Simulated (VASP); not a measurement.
Set up this calculation in VASP 6.6.1, as the native input.

- Task: relaxation of cell and atoms
- Functional: PBE
- Potentials or basis: VASP PAW PBE potentials, release 64 (La, Ti_sv, H)
- Cutoff: 600 eV
- k mesh: 10 × 10 × 10
- Occupations: gaussian, width 0.1 eV
- Spin: no spin polarisation
- Dipole correction: no
- Further INCAR settings: ALGO = Normal; EDIFF = 1e-07; IBRION = 2; EDIFFG = -0.01; NSW = 100; ISIF = 3

The structure of LaTiH3 lies in POSCAR:

```
LaTiH3
1.0
    4.2946853146      0.0000000000      0.0000000000
    0.0000000000      4.2946853146      0.0000000000
    0.0000000000      0.0000000000      3.8485427652
La Ti H
1 1 3
Direct
    0.0000000000      0.0000000000      0.0000000000
    0.5000000000      0.5000000000      0.0000000000
    0.0000000000      0.5000000000      0.5000000000
    0.5000000000      0.0000000000      0.5000000000
    0.0000000000      0.0000000000      0.5000000000
```

One way to write it, as run:

INCAR

```
SYSTEM = LaTiH3
ALGO     = Normal         ! electronic algorithm
EDIFF    = 1E-7           ! SCF threshold, eV
EDIFFG   = -0.01          ! ionic threshold
ENCUT    = 600            ! plane-wave cutoff, eV
GGA      = PE             ! functional
IBRION   = 2              ! ionic algorithm
ISIF     = 3              ! what is computed and relaxed
ISMEAR   = 0              ! smearing method
LASPH    = .True.         ! aspherical terms in the spheres
LCHARG   = .False.        ! write CHGCAR
LREAL    = .False.        ! projectors in reciprocal space
LWAVE    = .False.        ! write WAVECAR
NELM     = 100            ! most SCF steps
NSW      = 100            ! ionic steps
PREC     = Accurate       ! precision mode
SIGMA    = 0.1            ! smearing width, eV
```

KPOINTS

```
k-points
0
Gamma
  10 10 10
  0 0 0
```

Potentials or basis: VASP PAW PBE potentials, release 64 (La, Ti_sv, H).

Run with:

```bash
$ cat potpaw_PBE.64/La/POTCAR potpaw_PBE.64/Ti_sv/POTCAR potpaw_PBE.64/H/POTCAR > POTCAR
$ mpirun -np 1 vasp_std > vasp.out
```

Results of the run:

```yaml
Relaxed_volume: 14.37 Å³/atom
Relaxed_cell: a = 4.322 Å, b = 4.322 Å, c = 3.847 Å, α = 90.00°, β = 90.00°, γ = 90.00°
Space_group_after_relaxing_to_0.05_Å: P4/mmm (No. 123)
Energy_gained_by_relaxing: 0.4 meV/atom
Ionic_steps: 6
Pressure_after_relaxing: 0.0 GPa
Band_gap_on_the_k_mesh: zero (band 13 reaches 6.31 eV, above the bottom of band 14 at 5.31 eV)
```

Caveat: spin-orbit coupling is left out, which moves the levels of the heavy elements.

Run time: 12 min on 1 thread of Intel(R) Xeon(R) Platinum 8259CL CPU @ 2.50GHz (Skylake/Cascade Lake) (shared host), peak memory 0.4 GiB.
